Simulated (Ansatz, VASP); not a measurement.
## TaN: VASP beside Ansatz

The input INCAR:

```
SYSTEM = TaN
PREC = Accurate ; ENCUT = 520
EDIFF = 1E-7 ; ISMEAR = 0
SIGMA = 0.15 ; LREAL = .False.
LASPH = .True. ; NELM = 60
ALGO = Normal ; ISIF = 2
LWAVE = .False. ; LCHARG = .False.
GGA = PS ; NBANDS = 24
```

Contents of KPOINTS:

```
Automatic mesh
0
Gamma
  18 18 10
  0 0 0
```

The input POSCAR:

```
TaN
1.0
    2.9585010578      0.0000000000      0.0000000000
   -1.4792505289      2.5621370732      0.0000000000
    0.0000000000      0.0000000000      4.9400000000
Ta N
2 2
Direct
    0.3333333333      0.6666666667      0.0000000000
    0.6666666667      0.3333333333      0.5000000000
    0.3333333333      0.6666666667      0.3850000000
    0.6666666667      0.3333333333      0.8850000000
```

Input for Ansatz:

```yaml
crystal:
  lattice:
    - [2.9585010578, 0.0, 0.0]
    - [-1.4792505289, 2.5621370732, 0.0]
    - [0.0, 0.0, 4.94]
  atoms:
    - { symbol: Ta, position: [0.3333333333, 0.6666666667, 0.0] }
    - { symbol: Ta, position: [0.6666666667, 0.3333333333, 0.5] }
    - { symbol: "N", position: [0.3333333333, 0.6666666667, 0.385] }
    - { symbol: "N", position: [0.6666666667, 0.3333333333, 0.885] }
basis:
  ecutwfc: 420
kpoints:
  mp_grid: { grid: [18, 18, 10] }
hamiltonian:
  xc: pbesol
scf:
  occupations: { method: gaussian, width: 0.15 }
output:
  forces: true
  stress: true
  eigenvalues: true
```

Change from the starting cell: strain -0.030 along x and y, +0.000 along z, atoms carried along.

Alike in both runs: task single point; functional PBEsol; k mesh 18 × 18 × 10; occupations gaussian, width 0.15 eV; no spin polarisation.

|  | VASP | Ansatz |
| --- | --- | --- |
| version | VASP 6.6.1 | Ansatz 0.2.0 |
| potentials or method | VASP PAW PBE potentials, release 64 (Ta_pv, N), cutoff 520 eV | scalar-relativistic, plane waves, PAW |
| valence electrons in the cell | 32 | 36 |

VASP gave:

* gap on the k mesh at the Fermi level (eV): none
* pressure (GPa): 180.7
* traceless stress, the component that is largest in VASP (GPa): -35.92
* rms of the force components (eV/Å): 2.524

Estimate Ansatz's values.

gap on the k mesh at the Fermi level (eV): none; pressure (GPa): 176.2; traceless stress, the component that is largest in VASP (GPa): -35.07; rms of the force components (eV/Å): 2.470.

VASP's potentials were made for PBE, not for PBEsol. Atom by atom the forces differ by 0.054 eV/Å (rms over components). A gap of «none» marks a metal or a gap that the smearing closes. Both programs put the cell under a high pressure, so it lies far from rest at this level. With one functional, cell and mesh, what is left measures potentials, basis and numerics. VASP's potentials hold 32 valence electrons a cell and Ansatz's 36, so a difference there can come from the potentials and not from the codes.

Spin-orbit coupling is off throughout. Noted on VASP's run: the cell as given lies far from equilibrium.
